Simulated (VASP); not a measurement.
Wanted: the native input for a VASP 6.6.1 run.

| Quantity | Value |
| --- | --- |
| Task | single point |
| Functional | PBE |
| Potentials or basis | VASP PAW PBE potentials, release 64 (Si, Br) |
| Cutoff | 520 eV |
| k mesh | 6 × 6 × 6 |
| Occupations | gaussian, width 0.1 eV |
| Spin | no spin polarisation |
| Dipole correction | no |
| Further INCAR settings | ALGO = Fast; EDIFF = 1e-07; NBANDS = 28 |

The structure of SiBr5 lies in POSCAR:

```
SiBr5
1.0
    0.0000000000      5.5188530139      5.5188530139
    5.5188530139      0.0000000000      5.5188530139
    5.5188530139      5.5188530139      0.0000000000
Si Br
1 5
Direct
    0.2500000000      0.2500000000      0.2500000000
    0.7500000000      0.7500000000      0.7500000000
    0.1343914933      0.5968255201      0.1343914933
    0.1343914933      0.1343914933      0.1343914933
    0.5968255201      0.1343914933      0.1343914933
    0.1343914933      0.1343914933      0.5968255201
```

The cell was generated, and may not be a known phase.

These files were run (other wordings do the same):

INCAR

```
SYSTEM = SiBr5
ALGO     = Fast           ! electronic algorithm
EDIFF    = 1E-7           ! SCF threshold, eV
ENCUT    = 520            ! plane-wave cutoff, eV
GGA      = PE             ! functional
ISIF     = 2              ! what is computed and relaxed
ISMEAR   = 0              ! smearing method
LASPH    = .True.         ! aspherical terms in the spheres
LCHARG   = .True.         ! write CHGCAR
LELF     = .True.         ! ELF
LREAL    = .False.        ! projectors in reciprocal space
LVHAR    = .True.       
LWAVE    = .False.        ! write WAVECAR
NBANDS   = 28             ! bands
NELM     = 100            ! most SCF steps
PREC     = Accurate       ! precision mode
SIGMA    = 0.1            ! smearing width, eV
```

KPOINTS

```
k-points
0
Gamma
  6 6 6
  0 0 0
```

Potentials or basis: VASP PAW PBE potentials, release 64 (Si, Br).

Run with:

```console
$ cat potpaw_PBE.64/Si/POTCAR potpaw_PBE.64/Br/POTCAR > POTCAR
$ mpirun -np 1 vasp_std > vasp.out
```

It gave:

```json
{
 "Pressure": "0.0 GPa",
 "Band gap on the k mesh": "zero (an odd number of electrons rules out a gap without spin polarisation)"
}
```

Caveat: an odd number of electrons without spin polarisation forces a metal; a magnetic or distorted state may lie lower.

Wall time 7.7 min on 1 thread of Oxide Virtual Turin-like Processor, on a shared host, peak memory 0.51 GiB.
